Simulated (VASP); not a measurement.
A run of VASP 6.6.1:

INCAR

```
SYSTEM = AlGa2As3
PREC = Accurate
ENCUT = 400
EDIFF = 1E-6
ISMEAR = -1
SIGMA = 0.05
LREAL = .False.
LASPH = .True.
NELM = 120
ALGO = Normal
ISIF = 2
LWAVE = .False.
LCHARG = .False.
GGA = PS
NBANDS = 31
GGA_COMPAT = .False.
```

Contents of KPOINTS:

```
Automatic mesh
0
Gamma
  6 6 3
  0 0 0
```

POSCAR

```
AlGa2As3
1.0
    2.8300000000     -2.8300000000      0.0000000000
    0.0000000000      2.8300000000     -2.8300000000
    5.6682240000      5.6682240000      5.6682240000
Ga As Al
2 3 1
Direct
    0.0000000000      0.0000000000      0.0000000000
    0.3333330000      0.6666670000      0.3328500000
    0.0000000000      0.0000000000      0.2496370000
    0.3333330000      0.6666670000      0.5824870000
    0.6666670000      0.3333330000      0.9164250000
    0.6666670000      0.3333330000      0.6656990000
```

Potentials or basis: VASP PAW PBE potentials, release 64 (Ga_d, As, Al).

Launch:

```bash
$ cat potpaw_PBE.64/Ga_d/POTCAR potpaw_PBE.64/As/POTCAR potpaw_PBE.64/Al/POTCAR > POTCAR
$ mpirun -np 1 vasp_std > vasp.out
```

Hardware: 1 thread of Intel(R) Xeon(R) Platinum 8488C (Sapphire Rapids), with other jobs on the host.

Q: How long does it take, and how much memory?

A: Wall time 50 s on 1 thread of Intel(R) Xeon(R) Platinum 8488C (Sapphire Rapids) (shared host), peak memory 0.23 GiB. Counts: scf iterations 14, k points 17.
